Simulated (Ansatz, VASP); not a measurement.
Mg in VASP and in Ansatz

```
Mg
1.0
     3.54553    0.00000    0.00000
     0.00000    3.54553    0.00000
     0.00000    0.00000    3.54553
Mg
2
Direct
  0.00000 0.00000 0.00000
  0.50000 0.50000 0.50000
```

Alike in both runs: functional PBE; dispersion D3(BJ); k mesh 8 × 8 × 8; occupations methfessel-paxton of order 1, width 0.2 eV; no spin polarisation.

|  | VASP | Ansatz |
| --- | --- | --- |
| version | VASP 6.6.1 | Ansatz 0.2.0 |
| potentials or method | VASP PAW PBE potentials, release 64 (Mg), cutoff 600 eV | all-electron LAPW, scalar-relativistic |
| task | single point | band structure |

VASP gave:

* gap on the k mesh at the Fermi level (eV): none
* pressure (GPa): -1.1

Q: Estimate Ansatz's values.

A: gap on the k mesh at the Fermi level (eV): none; pressure (GPa): -1.0.

A gap of «none» marks a metal or a gap that the smearing closes. Ansatz ran all-electron here, and VASP with PAW potentials.

Noted on Ansatz's run: the k mesh is thin for a metal, which can move the energy by tens of meV per atom.
